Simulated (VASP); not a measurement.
Here is a VASP 6.6.1 calculation.

File INCAR:

```
PREC     = Accurate       # precision mode
ENCUT    = 520            # plane-wave cutoff, eV
EDIFF    = 1E-7           # SCF threshold, eV
ISMEAR   = -1             # smearing method
SIGMA    = 0.02           # smearing width, eV
LREAL    = False          # projectors in reciprocal space
LASPH    = True           # aspherical terms in the spheres
NELM     = 120            # most SCF steps
ALGO     = Normal         # electronic algorithm
ISIF     = 2              # what is computed and relaxed
LWAVE    = False          # write WAVECAR
LCHARG   = False          # write CHGCAR
GGA      = PE             # functional
IBRION   = 2              # ionic algorithm
NSW      = 80             # ionic steps
EDIFFG   = -0.02          # ionic threshold
GGA_COMPAT= False        
NELMIN   = 4
```

Contents of KPOINTS:

```
Automatic mesh
0
Gamma
  7 7 7
```

POSCAR

```
Cu2O
1.0
    4.2600000000      0.0000000000      0.0000000000
    0.0000000000      4.2600000000      0.0000000000
    0.0000000000      0.0000000000      4.2600000000
Cu O
4 2
Direct
    0.2500000000      0.2500000000      0.2500000000
    0.2500000000      0.7500000000      0.7500000000
    0.7500000000      0.7500000000      0.2500000000
    0.7500000000      0.2500000000      0.7500000000
    0.0000000000      0.0000000000      0.0000000000
    0.5000000000      0.5000000000      0.5000000000
```

Potentials or basis: VASP PAW PBE potentials, release 64 (Cu, O).

Launch:

```sh
$ cat potpaw_PBE.64/Cu/POTCAR potpaw_PBE.64/O/POTCAR > POTCAR
$ mpirun -np 1 vasp_std > vasp.out
```

(1) What does it give for the band gap on the k mesh?

Answers

(1) 0.54 eV.

Caveat: the relaxation stopped at its first step, so nothing moved; semilocal functionals underestimate gaps, and a narrow one can read as zero; an odd mesh through Γ misses points on the zone boundary, where band edges can lie.
